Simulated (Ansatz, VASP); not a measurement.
**Na2S in VASP and in Ansatz**

```xyz
3
Lattice="0.0000 3.2554 3.2554 3.2554 0.0000 3.2554 3.2554 3.2554 0.0000" Properties=species:S:1:pos:R:3 pbc="T T T"
Na    1.6277    1.6277    1.6277
Na    4.8832    4.8832    4.8832
S     0.0000    0.0000    0.0000
```

Alike in both runs: task single point; functional r2SCAN; k mesh 8 × 8 × 8; no spin polarisation.

|  | VASP | Ansatz |
| --- | --- | --- |
| version | VASP 6.6.1 | Ansatz 0.2.0 |
| potentials or method | VASP PAW PBE potentials, release 64 (Na_pv, S) | plane waves, PAW |
| plane-wave cutoff (eV) | 550 | 500 |
| occupations | gaussian, width 0.01 eV | fixed |
| valence electrons in the cell | 20 | 24 |

```csv
,VASP,Ansatz,Ansatz less VASP
gap on the k mesh at the Fermi level (eV),3.11,3.09,-0.025
pressure (GPa),-0.1,0.0,+0.07
```

VASP's potentials were made for PBE, not for r2SCAN. VASP's potentials hold 20 valence electrons a cell and Ansatz's 24, so a difference there can come from the potentials and not from the codes.
